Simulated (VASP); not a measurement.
# PtS2 (P-3m1) in VASP: notebook

Runs on PtS2. Level: PBE. Tasks: single point, relaxation of the atoms.

Everything below comes from runs of VASP 6.6.1. Logs are shortened: lines on timing, memory, paths and dates and some standing lists are left out, and cuts for length are marked.

### 1 The cell of the first run

The structure is trigonal, space group P-3m1 (No. 164). The conventional cell has a = 3.451 Å, b = 3.451 Å, c = 6.334 Å, α = 90.00°, β = 90.00°, γ = 120.00°. Within 3.1 Å of Pt (site symmetry -3m) lie 6 S at 2.38 Å. S (site symmetry 3m) has 3 Pt at 2.38 Å within 3.1 Å.

### 2 Single point, PBE

INCAR reads:

```
SYSTEM = PtS2
PREC = Accurate ; ENCUT = 570
EDIFF = 1E-6 ; ISMEAR = 0
SIGMA = 0.05 ; LREAL = .False.
LASPH = .True. ; NELM = 120
ALGO = Normal ; ISIF = 2
LWAVE = .False. ; LCHARG = .False.
GGA = PE ; NBANDS = 22
GGA_COMPAT = .False.
```

KPOINTS reads:

```
Automatic mesh
0
Gamma
  9 9 4
  0 0 0
```

POSCAR reads:

```
PtS2
1.0
    3.4514000000      0.0000000000      0.0000000000
   -1.7257000000      2.9890000786      0.0000000000
    0.0000000000      0.0000000000      6.3342000000
Pt S
1 2
Direct
    0.0000000000      0.0000000000      0.0000000000
    0.3333333333      0.6666666667      0.2050907677
    0.6666666667      0.3333333333      0.7949092323
```

Potentials or basis: VASP PAW PBE potentials, release 64 (Pt_sv_GW, S).

The run is started by

```sh
$ cat potpaw_PBE.64/Pt_sv_GW/POTCAR potpaw_PBE.64/S/POTCAR > POTCAR
$ mpirun -np 1 vasp_std > vasp.out
```

OUTCAR:

```text
SYSTEM = PtS2
   PREC = Accurate
   ENCUT = 570
   EDIFF = 1E-6
   ISMEAR = 0
   LREAL = .False.
   LASPH = .True.
   NELM = 120
   ISIF = 2
   GGA = PE

 ion  position               nearest neighbor table
   1  0.000  0.000  0.000-   2 2.38   3 2.38   2 2.38   3 2.38   3 2.38   2 2.38
   2  0.333  0.667  0.205-   1 2.38   1 2.38   1 2.38
   3  0.667  0.333  0.795-   1 2.38   1 2.38   1 2.38

  LATTYP: Found a hexagonal cell.
 ALAT       =     3.4514000000
 C/A-ratio  =     1.8352552587

  Lattice vectors:

 A1 = (   3.4514000000,   0.0000000000,   0.0000000000)
 A2 = (  -1.7257000000,   2.9890000786,   0.0000000000)
 A3 = (   0.0000000000,   0.0000000000,   6.3342000000)

Analysis of symmetry for initial positions (statically):
=====================================================================
 Subroutine PRICEL returns:
 Original cell was already a primitive cell.

 Routine SETGRP: Setting up the symmetry group for a
 hexagonal supercell.

 Subroutine GETGRP returns: Found 12 space group operations
 (whereof 12 operations were pure point group operations)
 out of a pool of 24 trial point group operations.

The static configuration has the point symmetry D_3d.

Analysis of symmetry for dynamics (positions and initial velocities):
=====================================================================
 Subroutine PRICEL returns:
 Original cell was already a primitive cell.

 Routine SETGRP: Setting up the symmetry group for a
 hexagonal supercell.

 Subroutine GETGRP returns: Found 12 space group operations
 (whereof 12 operations were pure point group operations)
 out of a pool of 24 trial point group operations.

The dynamic configuration has the point symmetry D_3d.

 Subroutine INISYM returns: Found 12 space group operations
 (whereof 12 operations are pure point group operations),
 and found     1 'primitive' translations

----------------------------------------------------------------------------------------

                                     Primitive cell

  volume of cell :      65.3451

  direct lattice vectors                    reciprocal lattice vectors
     3.451400000  0.000000000  0.000000000     0.289737498  0.167280022  0.000000000
    -1.725700000  2.989000079  0.000000000     0.000000000  0.334560045  0.000000000
     0.000000000  0.000000000  6.334200000     0.000000000  0.000000000  0.157873133

  length of vectors
     3.451400000  3.451400000  6.334200000     0.334560045  0.334560045  0.157873133

  position of ions in fractional coordinates (direct lattice)
     0.000000000  0.000000000  0.000000000
     0.333333333  0.666666667  0.205090768
     0.666666667  0.333333333  0.794909232

  ion indices of the primitive-cell ions
   primitive index   ion index
                 1           1
                 2           2
                 3           3

----------------------------------------------------------------------------------------

 KPOINTS: Automatic mesh

Automatic generation of k-mesh.
 Grid dimensions read from file:
 generate k-points for:    9    9    4

 Generating k-lattice:

  Cartesian coordinates                     Fractional coordinates (reciprocal lattice)
     0.032193055  0.018586669  0.000000000     0.111111111 -0.000000000  0.000000000
     0.000000000  0.037173338  0.000000000     0.000000000  0.111111111  0.000000000
     0.000000000  0.000000000  0.039468283     0.000000000  0.000000000  0.250000000

  Length of vectors
     0.037173338  0.037173338  0.039468283

  Shift w.r.t. Gamma in fractional coordinates (k-lattice)
     0.000000000  0.000000000  0.000000000

 Subroutine IBZKPT returns following result:
 ===========================================

 Found     43 irreducible k-points:

 Following reciprocal coordinates:
            Coordinates               Weight
  0.000000  0.000000  0.000000      1.000000
  0.111111 -0.000000  0.000000      6.000000
  0.222222  0.000000  0.000000      6.000000
  0.333333 -0.000000  0.000000      6.000000
  0.444444  0.000000  0.000000      6.000000
  0.111111  0.111111  0.000000      6.000000
[... 16 lines left out ...]
  0.222222  0.111111  0.250000     12.000000
 -0.111111  0.333333  0.250000     12.000000
 [... further k-points ...]
   k-points           NKPTS =     43   k-points in BZ     NKDIM =     43   number of bands    NBANDS=     22
   number of dos      NEDOS =    301   number of ions     NIONS =      3
   total plane-waves  NPLWV =  39200
   dimension x,y,z NGX =    28 NGY =   28 NGZ =   50
   dimension x,y,z NGXF=    56 NGYF=   56 NGZF=  100
   ions per type =               1   2
   NGX,Y,Z   is equivalent  to a cutoff of  13.49, 13.49, 13.12 a.u.
   NGXF,Y,Z  is equivalent  to a cutoff of  26.97, 26.97, 26.25 a.u.
 SYSTEM =  PtS2
   PREC   = accura    normal or accurate (medium, high low for compatibility)
   ISTART =      0    job   : 0-new  1-cont  2-samecut
   ICHARG =      2    charge: 1-file 2-atom 10-const
   ISPIN  =      1    spin polarized calculation?
   LNONCOLLINEAR =      F non collinear calculations
   LSORBIT =      F    spin-orbit coupling
   LASPH  =      T    aspherical Exc in radial PAW
   ENCUT  =  570.0 eV  41.89 Ry    6.47 a.u.   6.72  6.72 12.33*2*pi/ulx,y,z
   NELM   =    120;   NELMIN=  2; NELMDL= -5     # of ELM steps
   EDIFF  = 0.1E-05   stopping-criterion for ELM
   LREAL  =      F    real-space projection
   EDIFFG = 0.1E-04   stopping-criterion for IOM
   NSW    =      0    number of steps for IOM
   IBRION =     -1    ionic relax: 0-MD 1-quasi-New 2-CG
   NFREE  =      0    steps in history (QN), initial steepest desc. (CG)
   ISIF   =      2    stress and relaxation
   ISYM   =      2    0-nonsym 1-usesym 2-fastsym
   POTIM  = 0.5000    time-step for ionic-motion
   TEBEG  =    0.0;   TEEND  =   0.0 temperature during run
   PSTRESS=    0.0 pullay stress
   NELECT =      30.0000    total number of electrons
   NUPDOWN=      -1.0000    fix difference up-down
   EMIN   =  10.00;   EMAX   =-10.00  energy-range for DOS
   EFERMI =   0.00;   METHOD = LEGACY
   ISMEAR =     0;   SIGMA  =   0.05  broadening in eV -4-tet -1-fermi 0-gaus
   EFERMI_NEDOS =   21; number of points for ismear=-14 and -15
   IALGO  =     38    algorithm
   IMIX   =      4    mixing-type and parameters
     AMIX     =   0.40;   BMIX     =  1.00
     AMIX_MAG =   1.60;   BMIX_MAG =  1.00
  volume/ion in A,a.u.               =      21.78       146.99
  Fermi-wavevector in a.u.,A,eV,Ry     =   1.262925  2.386582 21.701017  1.594980
  Thomas-Fermi vector in A             =   2.396308
   LORBIT       =      0    0 simple, 1 ext, 2 COOP (PROOUT), +10 PAW based schemes
   GGA     = PE    functional components
   LHFCALC =     F    Hartree Fock is set to
   AEXX    =    0.0000 exact exchange contribution
   IVDW    =     0    specifies the selected vdW correction
   LEPSILON=     F    determine dielectric tensor
   LRPA    =     F    only Hartree local field effects (RPA)
 non-spin polarized calculation
 Gauss-broadening in eV      SIGMA  =   0.05
  energy-cutoff  :      570.00
  volume of cell :       65.35
 maximum number of plane-waves:      2064
 NGX is ok and might be reduce to    28
   NGX = 13   NGY = 13   NGZ = 25

 number of electron      30.0000000 magnetization

 Free energy of the ion-electron system (eV)
  ---------------------------------------------------
  ext. energy  EPLUGINS =         0.00000000
  ---------------------------------------------------
  free energy    TOTEN  =       -15.33764599 eV

  energy without entropy =      -15.33764599  energy(sigma->0) =      -15.33764599

 E-fermi :   4.4612     XC(G=0):  -9.5784

 val. band max:        3.9839494673   @ k =   0.1111   0.1111   0.5000
 cond. band min:       5.4971321343   @ k =   0.2222   0.2222   0.0000
 fundamental gap:      1.5131826670
 Fermi energy:         4.4612048167

 k-point     1 :       0.0000    0.0000    0.0000
  band No.  band energies     occupation
      1     -94.9119      2.00000
      2     -49.0368      2.00000
      3     -49.0276      2.00000
      4     -49.0276      2.00000
      5     -10.3888      2.00000
      6      -8.2250      2.00000
[... 14 lines left out ...]
     21      13.0660      0.00000
     22      13.9692      0.00000

 k-point     2 :       0.1111   -0.0000    0.0000
  band No.  band energies     occupation
      1     -94.9119      2.00000
      2     -49.0366      2.00000
      3     -49.0310      2.00000
      4     -49.0286      2.00000
      5     -10.2224      2.00000
      6      -8.2445      2.00000
[... 14 lines left out ...]
     21      13.5860      0.00000
     22      14.0037      0.00000

 k-point     3 :       0.2222    0.0000    0.0000
  band No.  band energies     occupation
      1     -94.9116      2.00000
      2     -49.0399      2.00000
      3     -49.0355      2.00000
      4     -49.0306      2.00000
      5      -9.7615      2.00000
      6      -8.2941      2.00000
[... 14 lines left out ...]
     21      13.6923      0.00000
     22      14.5507      0.00000

 k-point     4 :       0.3333   -0.0000    0.0000
  band No.  band energies     occupation
      1     -94.9114      2.00000
      2     -49.0499      2.00000
      3     -49.0342      2.00000
      4     -49.0332      2.00000
      5      -9.1524      2.00000
      6      -8.3323      2.00000
[... 14 lines left out ...]
     21      14.1604      0.00000
     22      14.2508      0.00000

 k-point     5 :       0.4444    0.0000    0.0000
  band No.  band energies     occupation
      1     -94.9112      2.00000
      2     -49.0564      2.00000
      3     -49.0348      2.00000
      4     -49.0332      2.00000
      5      -8.7492      2.00000
      6      -8.2589      2.00000
[... 417 lines left out ...]
 k-point    22 :       0.1111    0.1111    0.2500
  band No.  band energies     occupation
      1     -94.9117      2.00000
      2     -49.0368      2.00000
      3     -49.0358      2.00000
      4     -49.0304      2.00000
      5      -9.8868      2.00000
      6      -8.3189      2.00000
[... 14 lines left out ...]
     21      13.4621      0.00000
     22      14.4564      0.00000

 k-point    23 :       0.2222    0.1111    0.2500
  band No.  band energies     occupation
      1     -94.9113      2.00000
      2     -49.0454      2.00000
      3     -49.0346      2.00000
      4     -49.0333      2.00000
      5      -9.3381      2.00000
      6      -8.3620      2.00000
[... 14 lines left out ...]
     21      13.5843      0.00000
     22      14.2088      0.00000

 k-point    24 :      -0.1111    0.3333    0.2500
  band No.  band energies     occupation
      1     -94.9113      2.00000
      2     -49.0454      2.00000
      3     -49.0346      2.00000
      4     -49.0333      2.00000
      5      -9.3441      2.00000
      6      -8.3515      2.00000
[... 14 lines left out ...]
     21      13.5734      0.00000
     22      14.5091      0.00000

 [... further k-points ...]
[... 5 lines left out ...]
  --------------------------------------------------------------------------------------
  -------------------------------------------------------------------------------------
  Total        2.4806208      2.4806208     -0.1547909      0.0000000      0.0000000      0.0000000
  in kB       60.8216179     60.8216179     -3.7952723      0.0000000      0.0000000      0.0000000
  external PRESSURE =      39.2826545 kB  Pullay stress =       0.0000000 kB

 VOLUME and BASIS-vectors are now :
 -----------------------------------------------------------------------------
  energy-cutoff  :      570.00
  volume of cell :       65.35
      direct lattice vectors                 reciprocal lattice vectors
     3.451400000  0.000000000  0.000000000     0.289737498  0.167280022  0.000000000
    -1.725700000  2.989000079  0.000000000     0.000000000  0.334560045  0.000000000
     0.000000000  0.000000000  6.334200000     0.000000000  0.000000000  0.157873133

 POSITION                                       TOTAL-FORCE (eV/Angst)
 -----------------------------------------------------------------------------------
      0.00000      0.00000      0.00000        -0.000000      0.000000      0.000000
     -0.00000      1.99267      1.29909         0.000000      0.000000     -0.029612
      1.72570      0.99633      5.03511        -0.000000     -0.000000      0.029612
 -----------------------------------------------------------------------------------
    total drift:                                0.000000      0.000000     -0.000000

  FREE ENERGIE OF THE ION-ELECTRON SYSTEM (eV)
  ---------------------------------------------------
  free  energy   TOTEN  =       -15.3376459944 eV

  energy  without entropy=      -15.3376459944  energy(sigma->0) =      -15.33764599
```

Wall time 28 s (1 thread of Intel Xeon 6975P-C (Granite Rapids), shared host); peak memory 0.23 GiB.

What came out:

```
Free energy            : -15.3376 eV
Pressure               : 3.9 GPa
Largest force          : 0.030 eV/Å
Band gap on the k mesh : 1.51 eV (least direct gap 1.62 eV)
```

Forces in eV/Å, atoms in the order of the input:
```
Pt   0.000  0.000  0.000
S    0.000  0.000 -0.030
S    0.000  0.000  0.030
```

Levels at points of the mesh, in eV from the valence-band top:
```csv
k point,band 11,band 12,band 13,band 14,band 15,band 16,band 17,band 18,band 19,band 20
"(0.00, 0.00, 0.00)",-3.12,-1.42,-0.57,-0.25,-0.25,3.08,3.08,5.60,6.07,9.08
"(0.00, 0.00, 0.50)",-3.12,-1.58,-1.00,-0.28,-0.28,3.14,3.14,6.03,7.37,8.11
```

Caveat: the stress differs along the axes, from -0 to 6 GPa; spin-orbit coupling is left out, which moves the levels of the heavy elements; this functional lacks dispersion, which binds layers or chains, so the pressure and a relaxed spacing across them are unreliable. A k mesh can miss the band edges.

### 3 Single point, PBE

This run uses another cell than the first one, of 22.90 Å³/atom.

INCAR reads:

```
PREC = Accurate
ENCUT = 570
EDIFF = 1E-6
ISMEAR = 0
SIGMA = 0.05
LREAL = F
LASPH = T
NELM = 120
ALGO = Normal
ISIF = 2
LWAVE = F
LCHARG = F
GGA = PE
NBANDS = 22
GGA_COMPAT = F
```

KPOINTS reads:

```
regular mesh
0
Gamma
  9 9 4
```

POSCAR reads:

```
PtS2
1.0
    3.4514000000      0.0000000000      0.0000000000
   -1.7257000000      2.9890000786      0.0000000000
    0.0000000000      0.0000000000      6.6591000000
Pt S
1 2
Direct
    0.0000000000      0.0000000000      0.0000000000
    0.3333333333      0.6666666667      0.1951836575
    0.6666666667      0.3333333333      0.8048163425
```

Potentials or basis: VASP PAW PBE potentials, release 64 (Pt_sv_GW, S).

The run is started by

```sh
$ cat potpaw_PBE.64/Pt_sv_GW/POTCAR potpaw_PBE.64/S/POTCAR > POTCAR
$ mpirun -np 1 vasp_std > vasp.out
```

Run time: 78 s. Hardware: 1 thread of Intel Xeon Platinum 8375C at 2.90GHz (Ice Lake), shared host; peak memory 0.24 GiB.

Results (log left out):

```
Free energy            : -15.3404 eV
Pressure               : 3.6 GPa
Largest force          : 0.029 eV/Å
Band gap on the k mesh : 1.61 eV (least direct gap 1.71 eV)
```

Forces on the atoms (eV/Å):
```
Pt   0.000  0.000  0.000
S    0.000  0.000 -0.029
S    0.000  0.000  0.029
```

Stress tensor (GPa, compression positive):
```
 5.67  0.00  0.00
 0.00  5.67  0.00
 0.00  0.00 -0.54
```

Levels at points of the mesh, in eV from the valence-band top:
| k point | band 11 | band 12 | band 13 | band 14 | band 15 | band 16 | band 17 | band 18 | band 19 | band 20 |
| --- | --- | --- | --- | --- | --- | --- | --- | --- | --- | --- |
| (0.00, 0.00, 0.00) | -3.05 | -1.30 | -0.67 | -0.19 | -0.19 | 3.16 | 3.16 | 5.50 | 6.16 | 9.15 |
| (0.00, 0.00, 0.50) | -3.05 | -1.38 | -1.00 | -0.20 | -0.20 | 3.19 | 3.19 | 6.04 | 7.28 | 7.60 |

Caveat: the stress differs along the axes, from -1 to 6 GPa; spin-orbit coupling is left out, which moves the levels of the heavy elements; this functional lacks dispersion, which binds layers or chains, so the pressure and a relaxed spacing across them are unreliable.

(Continued in part 2 of 2.)
